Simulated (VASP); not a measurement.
Write the native input for VASP 6.6.1 that does the following.

```yaml
Task: single point
Functional: LDA
Potentials_or_basis: VASP PAW LDA potentials, release 64 (Rb_sv, Ge_d)
Cutoff: 500 eV
k_mesh: 6 × 6 × 6
Occupations: fermi-dirac, width 0.1 eV
Spin: no spin polarisation
Dipole_correction: no
Further_INCAR_settings: ALGO = Normal; EDIFF = 1e-06; NBANDS = 18
```

The structure of RbGe lies in POSCAR:

```
RbGe
1.0
    3.9842917949      0.0000000000      0.0000000000
    0.0000000000      3.9842917949      0.0000000000
    0.0000000000      0.0000000000      3.9842917949
Rb Ge
1 1
Direct
    0.0000000000      0.0000000000      0.0000000000
    0.5000000000      0.5000000000      0.5000000000
```

The input as run:

INCAR

```
ALGO = Normal ; EDIFF = 1E-6
ENCUT = 500 ; GGA = CA
GGA_COMPAT = F ; ISIF = 2
ISMEAR = -1 ; LASPH = T
LCHARG = T ; LELF = T
LREAL = F ; LVHAR = T
LWAVE = F ; NBANDS = 18
NELM = 120 ; PREC = Accurate
SIGMA = 0.1
```

KPOINTS

```
k-points
0
Gamma
  6 6 6
```

Potentials or basis: VASP PAW LDA potentials, release 64 (Rb_sv, Ge_d).

Command:

```console
$ cat potpaw_LDA.64/Rb_sv/POTCAR potpaw_LDA.64/Ge_d/POTCAR > POTCAR
$ mpirun -np 1 vasp_std > vasp.out
```

It gave:

```
Pressure               : -0.5 GPa
Band gap on the k mesh : zero (an odd number of electrons rules out a gap without spin polarisation)
```

Caveat: an odd number of electrons without spin polarisation forces a metal; a magnetic or distorted state may lie lower.

Wall time 34 s on 1 thread of Intel Xeon 8259CL, on a shared host, peak memory 0.15 GiB.
